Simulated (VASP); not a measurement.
# Li2H in VASP: notebook

Runs on Li2H. Level: PBE. Tasks: single point, relaxation of cell and atoms.

Everything below comes from runs of VASP 6.6.1. Logs are shortened: lines on timing, memory, paths and dates and some standing lists are left out, and cuts for length are marked.

## 1. The cell of the first run

The typed cell holds 6 atoms: a = 5.038 Å, b = 4.125 Å, c = 5.037 Å, α = 65.84°, β = 48.34°, γ = 65.82°.

## 2. Single point, PBE

Contents of INCAR:

```
  PREC = Accurate
  ENCUT = 520
  EDIFF = 1E-6
  ISMEAR = 0
  SIGMA = 0.1
  LREAL = F
  LASPH = T
  NELM = 100
  ALGO = Normal
  ISIF = 2
  LWAVE = F
  LCHARG = F
  GGA = PE
  NBANDS = 16
```

Contents of KPOINTS:

```
Automatic mesh
0
Gamma
  4 4 4
```

Contents of POSCAR:

```
Li2H
1.0
    0.0000000000      4.1075619767      2.9178284435
    2.9161278063      0.0000000000      2.9178284435
    2.9161278063      4.1075619767      0.0000000000
Li H
4 2
Direct
    0.7444748976      0.1996003690      0.2997477717
    0.1996003690      0.7444748976      0.7561769617
    0.9502522283      0.4938230383      0.5055251024
    0.4938230383      0.9502522283      1.0503996310
    0.7225914001      0.7225914001      0.2774085999
    0.9725914001      0.9725914001      0.5274085999
```

Potentials or basis: VASP PAW PBE potentials, release 64 (Li_sv, H).

On the command line:

```console
$ cat potpaw_PBE.64/Li_sv/POTCAR potpaw_PBE.64/H/POTCAR > POTCAR
$ mpirun -np 1 vasp_std > vasp.out
```

OUTCAR:

```text
PREC = Accurate
   ENCUT = 520
   EDIFF = 1E-6
   ISMEAR = 0
   LREAL = F
   LASPH = T
   NELM = 100
   ISIF = 2
   GGA = PE

 ion  position               nearest neighbor table
   1  0.744  0.200  0.300-
   2  0.200  0.744  0.756-
   3  0.950  0.494  0.506-
   4  0.494  0.950  0.050-
   5  0.723  0.723  0.277-
   6  0.973  0.973  0.527-

  LATTYP: Found a face centered orthorhombic cell.
 ALAT       =     5.8322556126
 B/A-ratio  =     1.0005831834
 C/A-ratio  =     1.4085671992

  Lattice vectors:

 A1 = (   0.0000000000,   4.1075619767,  -2.9178284435)
 A2 = (   2.9161278063,   4.1075619767,   0.0000000000)
 A3 = (   2.9161278063,   0.0000000000,  -2.9178284435)

Analysis of symmetry for initial positions (statically):
=====================================================================
 Subroutine PRICEL returns:
 Original cell was already a primitive cell.

 Routine SETGRP: Setting up the symmetry group for a
 face centered orthorhombic supercell.

 Subroutine GETGRP returns: Found  4 space group operations
 (whereof  2 operations were pure point group operations)
 out of a pool of  8 trial point group operations.

The static configuration has the point symmetry C_2 .
 The point group associated with its full space group is C_2v.

Analysis of symmetry for dynamics (positions and initial velocities):
=====================================================================
 Subroutine PRICEL returns:
 Original cell was already a primitive cell.

 Routine SETGRP: Setting up the symmetry group for a
 face centered orthorhombic supercell.

 Subroutine GETGRP returns: Found  4 space group operations
 (whereof  2 operations were pure point group operations)
 out of a pool of  8 trial point group operations.

The dynamic configuration has the point symmetry C_2 .
 The point group associated with its full space group is C_2v.

 Subroutine INISYM returns: Found  4 space group operations
 (whereof  2 operations are pure point group operations),
 and found     1 'primitive' translations

----------------------------------------------------------------------------------------

                                     Primitive cell

  volume of cell :      69.9005

  direct lattice vectors                    reciprocal lattice vectors
     0.000000000  4.107561977  2.917828443    -0.171460249  0.121726709  0.171360315
     2.916127806  0.000000000  2.917828443     0.171460249 -0.121726709  0.171360315
     2.916127806  4.107561977  0.000000000     0.171460249  0.121726709 -0.171360315

  length of vectors
     5.038431127  4.125230201  5.037446454     0.271257011  0.271257011  0.271257011

  position of ions in fractional coordinates (direct lattice)
     0.744474898  0.199600369  0.299747772
     0.199600369  0.744474898  0.756176962
     0.950252228  0.493823038  0.505525102
     0.493823038  0.950252228  0.050399631
     0.722591400  0.722591400  0.277408600
     0.972591400  0.972591400  0.527408600

  ion indices of the primitive-cell ions
   primitive index   ion index
                 1           1
                 2           2
                 3           3
                 4           4
                 5           5
                 6           6

----------------------------------------------------------------------------------------

 KPOINTS: Automatic mesh

Automatic generation of k-mesh.
 Grid dimensions read from file:
 generate k-points for:    4    4    4

 Generating k-lattice:

  Cartesian coordinates                     Fractional coordinates (reciprocal lattice)
    -0.042865062  0.030431677  0.042840079     0.250000000  0.000000000  0.000000000
     0.042865062 -0.030431677  0.042840079     0.000000000  0.250000000 -0.000000000
     0.042865062  0.030431677 -0.042840079     0.000000000 -0.000000000  0.250000000

  Length of vectors
     0.067814253  0.067814253  0.067814253

  Shift w.r.t. Gamma in fractional coordinates (k-lattice)
     0.000000000  0.000000000  0.000000000

 Subroutine IBZKPT returns following result:
 ===========================================

 Found     18 irreducible k-points:

 Following reciprocal coordinates:
            Coordinates               Weight
  0.000000  0.000000  0.000000      1.000000
  0.250000  0.000000  0.000000      8.000000
  0.500000  0.000000  0.000000      4.000000
  0.250000  0.250000  0.000000      2.000000
  0.500000  0.250000  0.000000      8.000000
 -0.250000  0.250000  0.000000      4.000000
[... 10 lines left out ...]
 -0.250000  0.250000  0.500000      2.000000
  0.000000  0.500000  0.500000      1.000000
   k-points           NKPTS =     18   k-points in BZ     NKDIM =     18   number of bands    NBANDS=     16
   number of dos      NEDOS =    301   number of ions     NIONS =      6
   total plane-waves  NPLWV =  51200
   dimension x,y,z NGX =    40 NGY =   32 NGZ =   40
   dimension x,y,z NGXF=    80 NGYF=   64 NGZF=   80
   ions per type =               4   2
   NGX,Y,Z   is equivalent  to a cutoff of  13.20, 12.90, 13.20 a.u.
   NGXF,Y,Z  is equivalent  to a cutoff of  26.40, 25.79, 26.40 a.u.
 SYSTEM =  unknown system
   PREC   = accura    normal or accurate (medium, high low for compatibility)
   ISTART =      0    job   : 0-new  1-cont  2-samecut
   ICHARG =      2    charge: 1-file 2-atom 10-const
   ISPIN  =      1    spin polarized calculation?
   LNONCOLLINEAR =      F non collinear calculations
   LSORBIT =      F    spin-orbit coupling
   LASPH  =      T    aspherical Exc in radial PAW
   ENCUT  =  520.0 eV  38.22 Ry    6.18 a.u.   9.37  7.67  9.37*2*pi/ulx,y,z
   NELM   =    100;   NELMIN=  2; NELMDL= -5     # of ELM steps
   EDIFF  = 0.1E-05   stopping-criterion for ELM
   LREAL  =      F    real-space projection
   EDIFFG = 0.1E-04   stopping-criterion for IOM
   NSW    =      0    number of steps for IOM
   IBRION =     -1    ionic relax: 0-MD 1-quasi-New 2-CG
   NFREE  =      0    steps in history (QN), initial steepest desc. (CG)
   ISIF   =      2    stress and relaxation
   ISYM   =      2    0-nonsym 1-usesym 2-fastsym
   POTIM  = 0.5000    time-step for ionic-motion
   TEBEG  =    0.0;   TEEND  =   0.0 temperature during run
   PSTRESS=    0.0 pullay stress
   NELECT =      14.0000    total number of electrons
   NUPDOWN=      -1.0000    fix difference up-down
   EMIN   =  10.00;   EMAX   =-10.00  energy-range for DOS
   EFERMI =   0.00;   METHOD = LEGACY
   ISMEAR =     0;   SIGMA  =   0.10  broadening in eV -4-tet -1-fermi 0-gaus
   EFERMI_NEDOS =   21; number of points for ismear=-14 and -15
   IALGO  =     38    algorithm
   IMIX   =      4    mixing-type and parameters
     AMIX     =   0.40;   BMIX     =  1.00
     AMIX_MAG =   1.60;   BMIX_MAG =  1.00
  volume/ion in A,a.u.               =      11.65        78.62
  Fermi-wavevector in a.u.,A,eV,Ry     =   0.957835  1.810046 12.482636  0.917448
  Thomas-Fermi vector in A             =   2.086888
   LORBIT       =      0    0 simple, 1 ext, 2 COOP (PROOUT), +10 PAW based schemes
   GGA     = PE    functional components
   LHFCALC =     F    Hartree Fock is set to
   AEXX    =    0.0000 exact exchange contribution
   IVDW    =     0    specifies the selected vdW correction
   LEPSILON=     F    determine dielectric tensor
   LRPA    =     F    only Hartree local field effects (RPA)
 non-spin polarized calculation
 Gauss-broadening in eV      SIGMA  =   0.10
  energy-cutoff  :      520.00
  volume of cell :       69.90
 maximum number of plane-waves:      1906
 NGX is ok and might be reduce to    40

 number of electron      14.0000003 magnetization

 Free energy of the ion-electron system (eV)
  ---------------------------------------------------
  ext. energy  EPLUGINS =         0.00000000
  ---------------------------------------------------
  free energy    TOTEN  =       -15.81495326 eV

  energy without entropy =      -15.80634885  energy(sigma->0) =      -15.81065105

 E-fermi :   1.2130     XC(G=0):  -7.8284

 val. band max:        1.2054061698   @ k =   0.2500   0.0000   0.0000
 cond. band min:       1.9432327057   @ k =  -0.2500   0.2500   0.0000
 fundamental gap:      0.7378265360
 Fermi energy:         1.2129863456

 k-point     1 :       0.0000    0.0000    0.0000
  band No.  band energies     occupation
      1     -44.9256      2.00000
      2     -44.8829      2.00000
      3     -44.8738      2.00000
      4     -44.8717      2.00000
      5      -4.8529      2.00000
      6      -1.3699      2.00000
[... 8 lines left out ...]
     15      10.3655      0.00000
     16      10.9473      0.00000

 k-point     2 :       0.2500    0.0000    0.0000
  band No.  band energies     occupation
      1     -44.9174      2.00000
      2     -44.8861      2.00000
      3     -44.8780      2.00000
      4     -44.8724      2.00000
      5      -4.5235      2.00000
      6      -2.0188      2.00000
[... 8 lines left out ...]
     15      10.6567      0.00000
     16      11.5658      0.00000

 k-point     3 :       0.5000    0.0000    0.0000
  band No.  band energies     occupation
      1     -44.9041      2.00000
      2     -44.8919      2.00000
      3     -44.8845      2.00000
      4     -44.8730      2.00000
      5      -3.9634      2.00000
      6      -2.7857      2.00000
[... 8 lines left out ...]
     15       9.8641      0.00000
     16      10.8734      0.00000
[... 248 lines left out ...]
 k-point    17 :      -0.2500    0.2500    0.5000
  band No.  band energies     occupation
      1     -44.8980      2.00000
      2     -44.8980      2.00000
      3     -44.8788      2.00000
      4     -44.8787      2.00000
      5      -3.4228      2.00000
      6      -3.4228      2.00000
[... 8 lines left out ...]
     15      11.0788      0.00000
     16      11.0789      0.00000

 k-point    18 :       0.0000    0.5000    0.5000
  band No.  band energies     occupation
      1     -44.8884      2.00000
      2     -44.8884      2.00000
      3     -44.8881      2.00000
      4     -44.8881      2.00000
      5      -3.3494      2.00000
      6      -3.3494      2.00000
[... 8 lines left out ...]
     15      13.4620      0.00000
     16      13.4620      0.00000

------------------------ aborting loop because EDIFF is reached ----------------------------------------

  FORCE on cell =-STRESS in cart. coord.  units (eV):
  Direction    XX          YY          ZZ          XY          YZ          ZX
  --------------------------------------------------------------------------------------
  -------------------------------------------------------------------------------------
  Total       -0.0914420     -0.0360786     -0.1078326      0.0000000      0.0000000      0.0000000
  in kB       -2.0959263     -0.8269520     -2.4716108      0.0000000      0.0000000      0.0000000
  external PRESSURE =      -1.7981630 kB  Pullay stress =       0.0000000 kB

 VOLUME and BASIS-vectors are now :
 -----------------------------------------------------------------------------
  energy-cutoff  :      520.00
  volume of cell :       69.90
      direct lattice vectors                 reciprocal lattice vectors
     0.000000000  4.107561977  2.917828443    -0.171460249  0.121726709  0.171360315
     2.916127806  0.000000000  2.917828443     0.171460249 -0.121726709  0.171360315
     2.916127806  4.107561977  0.000000000     0.171460249  0.121726709 -0.171360315

 POSITION                                       TOTAL-FORCE (eV/Angst)
 -----------------------------------------------------------------------------------
      1.45616      4.28921      2.75465         0.004914      0.018415      0.001503
      4.37609      3.92591      2.75465        -0.004914     -0.018415      0.001503
      2.91423      5.97970      4.21356         0.004914     -0.018415      0.001503
      2.91803      2.23543      4.21356        -0.004914      0.018415      0.001503
      2.91613      4.10756      4.21680         0.000000     -0.000000     -0.003006
      4.37419      6.16134      5.67571         0.000000      0.000000     -0.003006
 -----------------------------------------------------------------------------------
    total drift:                                0.000009      0.000008      0.001273

  FREE ENERGIE OF THE ION-ELECTRON SYSTEM (eV)
  ---------------------------------------------------
  free  energy   TOTEN  =       -15.8149532591 eV

  energy  without entropy=      -15.8063488485  energy(sigma->0) =      -15.81065105
```

It took 22 s on 1 thread of Intel Xeon Platinum 8259CL at 2.50GHz (Skylake/Cascade Lake), shared host; peak memory 0.21 GiB.

Results:

```
Free energy            : -15.8150 eV
Largest force          : 0.019 eV/Å
Band gap on the k mesh : zero (band 7 reaches 3.03 eV, above the bottom of band 8 at 0.94 eV)
```

Forces on the atoms (eV/Å):
```
Li   0.005  0.018  0.002
Li  -0.005 -0.018  0.002
Li   0.005 -0.018  0.002
Li  -0.005  0.018  0.002
H    0.000  0.000 -0.003
H    0.000  0.000 -0.003
```

Caveat: the k points lie up to 0.43 Å⁻¹ apart; the cutoff is under 1.25 times the usual one of these potentials, so pressure, stress and relaxed cells hold a basis-set (Pulay) error.

## 3. Single point, PBE

This run uses another cell than the first one, of the same volume but with other edges.

Contents of INCAR:

```
PREC = Accurate ; ENCUT = 520
EDIFF = 1E-6 ; ISMEAR = 0
SIGMA = 0.1 ; LREAL = False
LASPH = True ; NELM = 80
ALGO = Normal ; ISIF = 2
LWAVE = False ; LCHARG = False
GGA = PE ; NBANDS = 16
```

Contents of KPOINTS:

```
regular mesh
0
Gamma
  6 6 6
```

Contents of POSCAR:

```
Li2H
1.0
   -2.0626151003      2.0626151003      4.1075619767
    2.0626151003     -2.0626151003      4.1075619767
    2.0626151003      2.0626151003     -4.1075619767
Li H
4 2
Direct
    0.2721113347      0.2721113347      0.0000000000
    0.7278886653      0.7278886653      0.0000000000
    0.4778886653      0.9778886653      0.5000000000
    0.0221113347      0.5221113347      0.5000000000
    0.2500000000      0.7500000000      0.5000000000
    0.5000000000      0.5000000000      0.0000000000
```

Potentials or basis: VASP PAW PBE potentials, release 64 (Li_sv, H).

On the command line:

```console
$ cat potpaw_PBE.64/Li_sv/POTCAR potpaw_PBE.64/H/POTCAR > POTCAR
$ mpirun -np 1 vasp_std > vasp.out
```

Wall time 45 s (1 thread of Intel Xeon Platinum 8259CL at 2.50GHz (Skylake/Cascade Lake), shared host); peak memory 0.23 GiB.

The run converged. Its results:

- Free energy: -15.7771 eV
- Largest force: 0.032 eV/Å
- Band gap on the k mesh: zero (band 7 reaches 2.94 eV, above the bottom of band 8 at 0.86 eV)

Forces on the atoms (eV/Å):
```
Li   0.000  0.000  0.032
Li   0.000  0.000 -0.032
Li   0.000  0.000 -0.032
Li   0.000  0.000  0.032
H    0.000  0.000  0.000
H    0.000  0.000  0.000
```

Levels at points of the mesh, in eV from the Fermi level:
```tsv
k point	band 4	band 5	band 6	band 7	band 8	band 9	band 10	band 11
(0.00, 0.00, 0.00)	-46.39	-6.37	-2.88	1.33	1.37	3.22	3.22	3.34
(0.50, 0.00, 0.00)	-46.39	-5.47	-4.30	-1.30	1.24	3.35	4.31	4.93
(0.50, 0.50, 0.00)	-46.41	-4.86	-4.86	-0.42	-0.42	2.84	2.84	5.56
(0.50, 0.50, 0.50)	-46.39	-5.11	-5.11	1.11	1.11	1.76	1.76	8.51
```

Caveat: the cutoff is under 1.25 times the usual one of these potentials, so pressure, stress and relaxed cells hold a basis-set (Pulay) error.

## 4. Relaxation of cell and atoms, PBE

This run uses another cell than the first one, of the same volume but with other edges.

Contents of INCAR:

```
SYSTEM = Li2H
PREC     = Accurate       ! precision mode
ENCUT    = 600            ! plane-wave cutoff, eV
EDIFF    = 1E-6           ! SCF threshold, eV
ISMEAR   = 0              ! smearing method
SIGMA    = 0.1            ! smearing width, eV
LREAL    = .FALSE.        ! projectors in reciprocal space
LASPH    = .TRUE.         ! aspherical terms in the spheres
NELM     = 60             ! most SCF steps
ALGO     = Normal         ! electronic algorithm
ISIF     = 3              ! what is computed and relaxed
LWAVE    = .FALSE.        ! write WAVECAR
LCHARG   = .FALSE.        ! write CHGCAR
GGA      = PE             ! functional
IBRION   = 2              ! ionic algorithm
NSW      = 90             ! ionic steps
EDIFFG   = -0.04          ! ionic threshold
```

Contents of KPOINTS:

```
regular mesh
0
G
  6 6 6
  0 0 0
```

POSCAR is that of step 3.

On the command line:

```console
$ cat potpaw_PBE.64/Li_sv/POTCAR potpaw_PBE.64/H/POTCAR > POTCAR
$ mpirun -np 1 vasp_std > vasp.out
```

Run time: 32 s. Hardware: 1 thread of Intel Xeon Platinum 8259CL at 2.50GHz (Skylake/Cascade Lake), shared host; peak memory 0.23 GiB.

It converged, with:

| Property | Result |
| --- | --- |
| Free energy | -15.7770 eV |
| Pressure after relaxing | -0.1 GPa |
| Largest force after relaxing | 0.032 eV/Å |
| Band gap on the k mesh | zero (band 7 reaches 2.94 eV, above the bottom of band 8 at 0.86 eV) |

Forces on the atoms (eV/Å):
```
Li   0.000  0.000  0.032
Li   0.000  0.000 -0.032
Li   0.000  0.000 -0.032
Li   0.000  0.000  0.032
H    0.000  0.000  0.000
H    0.000  0.000  0.000
```

Stress tensor (GPa, compression positive):
```
-0.22  0.00  0.00
 0.00 -0.22  0.00
 0.00  0.00  0.07
```

Final structure:
```yaml
crystal:
  lattice:
    - [-2.06262, 2.06262, 4.10756]
    - [2.06262, -2.06262, 4.10756]
    - [2.06262, 2.06262, -4.10756]
  atoms:
    - { symbol: Li, position: [0.27211, 0.27211, 0.00000] }
    - { symbol: Li, position: [0.72789, 0.72789, 0.00000] }
    - { symbol: Li, position: [0.47789, 0.97789, 0.50000] }
    - { symbol: Li, position: [0.02211, 0.52211, 0.50000] }
    - { symbol: H, position: [0.25000, 0.75000, 0.50000] }
    - { symbol: H, position: [0.50000, 0.50000, 0.00000] }
```

Levels at points of the mesh, in eV from the Fermi level:
```tsv
k point	band 5	band 6	band 7	band 8	band 9	band 10
(0.00, 0.00, 0.00)	-6.37	-2.88	1.32	1.37	3.22	3.22
(0.50, 0.00, 0.00)	-5.47	-4.30	-1.30	1.24	3.35	4.31
(0.50, 0.50, 0.00)	-4.86	-4.86	-0.42	-0.42	2.84	2.84
(0.50, 0.50, 0.50)	-5.11	-5.11	1.11	1.11	1.76	1.76
```

Caveat: the cutoff is under 1.25 times the usual one of these potentials, so pressure, stress and relaxed cells hold a basis-set (Pulay) error; the relaxation stopped at its first step, so nothing moved.

## 5. Single point, PBE

This run uses another cell than the first one, of the same volume but with other edges.

Contents of INCAR:

```
PREC = Accurate
ENCUT = 520
EDIFF = 1E-7
ISMEAR = 0
SIGMA = 0.1
LREAL = F
LASPH = T
NELM = 60
ALGO = Normal
ISIF = 2
LWAVE = F
LCHARG = T
GGA = PE
LELF = T
LVHAR = T
NBANDS = 16
```

Contents of KPOINTS:

```
Automatic mesh
0
Gamma
  12 12 12
```

Contents of POSCAR:

```
Li2H
1.0
   -2.0520147019      2.0520147019      4.1520959598
    2.0520147019     -2.0520147019      4.1520959598
    2.0520147019      2.0520147019     -4.1520959598
Li H
4 2
Direct
    0.2739809832      0.2739809832      0.0000000000
    0.7260190168      0.7260190168      0.0000000000
    0.4760190168      0.9760190168      0.5000000000
    0.0239809832      0.5239809832      0.5000000000
    0.2500000000      0.7500000000      0.5000000000
    0.5000000000      0.5000000000      0.0000000000
```

On the command line:

```console
$ cat potpaw_PBE.64/Li_sv/POTCAR potpaw_PBE.64/H/POTCAR > POTCAR
$ mpirun -np 1 vasp_std > vasp.out
```

Wall time 4.2 min (1 thread of Intel Xeon Platinum 8259CL at 2.50GHz (Skylake/Cascade Lake), shared host); peak memory 0.32 GiB.

The run converged. Its results:

```yaml
Free_energy: -15.7932 eV
Band_gap_on_the_k_mesh: zero (band 7 reaches 3.08 eV, above the bottom of band 8 at 0.88 eV)
```

Levels at points of the mesh, in eV from the Fermi level:
```
           k point  band 5  band 6  band 7  band 8  band 9  band 10
(0.00, 0.00, 0.00)   -6.41   -2.99    1.22    1.34    3.20     3.20
(0.50, 0.00, 0.00)   -5.52   -4.37   -1.34    1.20    3.37     4.38
(0.50, 0.50, 0.00)   -4.92   -4.92   -0.42   -0.42    2.79     2.79
(0.50, 0.50, 0.50)   -5.18   -5.18    1.14    1.14    1.76     1.76
```

Caveat: the cutoff is under 1.25 times the usual one of these potentials, so pressure, stress and relaxed cells hold a basis-set (Pulay) error.

## 6. Overview

| task | cell | k mesh | cutoff (eV) | gap on the mesh (eV) | largest force (eV/Å) |
| --- | --- | --- | --- | --- | --- |
| single point | a = 5.038, b = 4.125, c = 5.037 Å, angles 65.8, 48.3, 65.8°, 6 atoms | 4 × 4 × 4 | 520 | none | 0.02 |
| single point | a = 5.038 Å, angles 131.7, 131.7, 70.8°, 6 atoms | 6 × 6 × 6 | 520 | none | 0.03 |
| relaxation of cell and atoms | relaxed from a = 5.038 Å, angles 131.7, 131.7, 70.8°, 6 atoms | 6 × 6 × 6 | 600 | none | 0.03 |
| single point | a = 5.066 Å, angles 132.2, 132.2, 69.9°, 6 atoms | 12 × 12 × 12 | 520 | none | - |

Alike in all rows: level PBE; potentials or basis VASP PAW PBE potentials, release 64 (Li_sv, H); no spin polarisation; smearing gaussian 0.1 eV.

Caveats: some runs use coarse meshes; the cutoff is under 1.25 times the usual one of these potentials, so pressure, stress and relaxed cells hold a basis-set (Pulay) error; the relaxation stopped at its first step, so nothing moved (some runs).

Absolute energies hang on the potentials; compare differences alone.
